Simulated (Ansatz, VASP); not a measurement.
## HfSiF: VASP beside Ansatz

```
CELL_PARAMETERS angstrom
4.39902 0.00000 0.00000
-2.19951 3.80967 0.00000
0.00000 0.00000 2.75628
ATOMIC_POSITIONS crystal
Hf 0.00000 0.00000 0.00000
Si 0.33333 0.66667 0.50000
F 0.66667 0.33333 0.50000
```

Change from the starting cell: species swapped into the TmPPt type (P-6m2, No. 187).

Alike in both runs: task relaxation of cell and atoms; functional PBE; k mesh 12 × 12 × 16; occupations gaussian, width 0.1 eV; no spin polarisation.

```csv
,VASP,Ansatz
version,VASP 6.6.1,Ansatz 0.2.0
potentials or method,"VASP PAW PBE potentials, release 64 (Hf_pv, Si, F), cutoff 600 eV","scalar-relativistic, plane waves, PAW"
valence electrons in the cell,21,37
```

```csv
,VASP,Ansatz,Ansatz less VASP
"gap on the k mesh at the Fermi level, each at its own relaxed structure (eV)",none,none,-
relaxed volume (Å³/atom),15.24,15.33,+0.094
relaxed cell length with the largest relative difference (Å),2.693,2.701,+0.0076
```

A gap of «none» marks a metal or a gap that the smearing closes. VASP's potentials hold 21 valence electrons a cell and Ansatz's 37, so a difference there can come from the potentials and not from the codes.

Neither program's run includes spin-orbit coupling.
